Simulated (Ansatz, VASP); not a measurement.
# One calculation of NbCl, two programs

```xyz
4
Lattice="3.1710 0.0000 0.0000 0.0000 3.0235 0.0000 0.0000 0.0000 9.3984" Properties=species:S:1:pos:R:3 pbc="T T T"
Nb    2.3783    0.0000    5.7907
Nb    0.7928    0.0000    3.6077
Cl    2.3783    1.5118    2.0456
Cl    0.7928    1.5118    7.3528
```

Alike in both runs: functional PBE; k mesh 14 × 16 × 6; occupations gaussian, width 0.1 eV; no spin polarisation.

Ansatz relaxed the structure, and its values are those at the end. VASP's run is a single point on that final structure, the one shown.

|  | VASP | Ansatz |
| --- | --- | --- |
| version | VASP 6.6.1 | Ansatz 0.2.0 |
| potentials or method | VASP PAW PBE potentials, release 64 (Nb_sv, Cl), cutoff 520 eV | scalar-relativistic, plane waves, PAW |
| valence electrons in the cell | 40 | 40 |

|  | VASP | Ansatz | Ansatz less VASP |
| --- | --- | --- | --- |
| gap on the k mesh at the Fermi level (eV) | none | none | - |
| pressure (GPa) | -0.2 | 0.0 | +0.19 |
| rms of the force components (eV/Å) | 0.003 | 0.001 | -0.0023 |

A gap of «none» marks a metal or a gap that the smearing closes.
